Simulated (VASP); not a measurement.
Crystal: B.

```xyz
8
Lattice="3.9484 0.0000 0.0000 -1.9742 3.4195 0.0000 0.0000 0.0000 3.0806" Properties=species:S:1:pos:R:3 pbc="T T T"
B     1.9742    0.0000    1.5403
B    -0.9871    1.7097    1.5403
B     0.9871    1.7097    1.5403
B     0.0000    2.2796    0.0000
B     1.9742    1.1398    0.0000
B     0.0000    2.2796    1.5403
B     1.9742    1.1398    1.5403
B     0.0000    0.0000    0.0000
```

The cell was built from a structure type or drawn by symmetry, and may not be a known phase.

* Program: VASP 6.6.1
* Task: relaxation of cell and atoms
* Functional: PBE
* Potentials or basis: VASP PAW PBE potentials, release 64 (B)
* Cutoff: 600 eV
* k mesh: 6 × 6 × 6
* Occupations: gaussian, width 0.1 eV
* Spin: no spin polarisation

At the start: pressure 314.9 GPa; volume 5.20 Å³/atom.

Question: How do energy, volume and symmetry change on relaxing?

Answer: Over 9 steps the energy falls by 4046.1 meV/atom and the volume is 10.44 Å³/atom (+100.8 %); space group P6/mmm (No. 191, to 0.1 Å) before and after.

Step by step:
```
step  energy change (eV)  largest force (eV/Å)  pressure (GPa)  volume (Å³)
   1              0.0000                0.0000          314.87        41.59
   2            -26.9733                0.0000          -22.26       133.70
   3            -31.2260                0.0000           -1.23        86.17
   4            -31.2381                0.0000           -8.83        92.71
   5            -31.2783                0.0000           -6.28        90.24
   6            -32.3047                0.0000           -3.93        85.95
   7            -32.3587                0.0000           -2.17        85.08
   8            -32.3612                0.0000           -1.70        84.86
   9            -32.3687                0.0000            0.16        83.53
```

Final structure:
```
B
1.0
     5.59155    0.00000    0.00000
    -2.79578    4.84243    0.00000
     0.00000    0.00000    3.08506
B
8
Cartesian
  2.7958 0.0000 1.5425
  -1.3979 2.4212 1.5425
  1.3979 2.4212 1.5425
  0.0000 3.2283 0.0000
  2.7958 1.6141 0.0000
  0.0000 3.2283 1.5425
  2.7958 1.6141 1.5425
  0.0000 0.0000 0.0000
```

Caveat: the volume moved by over 15 % at a fixed basis, so the end points are rough.
